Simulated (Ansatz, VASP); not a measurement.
## Two plane-wave programs on TaN

File INCAR:

```
PREC     = Accurate       # precision mode
ENCUT    = 520            # plane-wave cutoff, eV
EDIFF    = 1E-7           # SCF threshold, eV
ISMEAR   = 0              # smearing method
SIGMA    = 0.15           # smearing width, eV
LREAL    = False          # projectors in reciprocal space
LASPH    = True           # aspherical terms in the spheres
NELM     = 60             # most SCF steps
ALGO     = Normal         # electronic algorithm
ISIF     = 2              # what is computed and relaxed
LWAVE    = False          # write WAVECAR
LCHARG   = False          # write CHGCAR
GGA      = PS             # functional
NBANDS   = 15             # bands
```

The input KPOINTS:

```
Automatic mesh
0
Gamma
  18 18 16
```

File POSCAR:

```
TaN
1.0
    3.0702000000      0.0000000000      0.0000000000
   -1.5351000000      2.6588711947      0.0000000000
    0.0000000000      0.0000000000      2.8707423432
Ta N
1 1
Direct
    0.3333333333      0.6666666667      0.5000000000
    0.0000000000      0.0000000000      0.0000000000
```

Input for Ansatz:

```yaml
crystal:
  lattice:
    - [3.0702, 0.0, 0.0]
    - [-1.5351, 2.6588711947, 0.0]
    - [0.0, 0.0, 2.8707423432]
  atoms:
    - { symbol: Ta, position: [0.3333333333, 0.6666666667, 0.5] }
    - { symbol: "N", position: [0.0, 0.0, 0.0] }
basis:
  ecutwfc: 520.0
kpoints:
  mp_grid: { grid: [18, 18, 16] }
hamiltonian:
  xc: pbesol
scf:
  occupations: { method: gaussian, width: 0.15 }
output:
  forces: true
  stress: true
  eigenvalues: true
```

Alike in both runs: task single point; functional PBEsol; k mesh 18 × 18 × 16; occupations gaussian, width 0.15 eV; no spin polarisation.

|  | VASP | Ansatz |
| --- | --- | --- |
| version | VASP 6.6.1 | Ansatz 0.2.0 |
| potentials or method | VASP PAW PBE potentials, release 64 (Ta_pv, N), cutoff 520 eV | scalar-relativistic, plane waves, PAW |
| valence electrons in the cell | 16 | 18 |

|  | VASP | Ansatz | Ansatz less VASP |
| --- | --- | --- | --- |
| gap on the k mesh at the Fermi level (eV) | none | none | - |
| pressure (GPa) | -26.7 | -27.2 | -0.48 |
| traceless stress, the component that is largest in VASP (GPa) | 15.53 | 15.45 | -0.084 |

VASP's potentials were made for PBE, not for PBEsol. A gap of «none» marks a metal or a gap that the smearing closes. VASP's potentials hold 16 valence electrons a cell and Ansatz's 18, so a difference there can come from the potentials and not from the codes.

Spin-orbit coupling is off throughout.
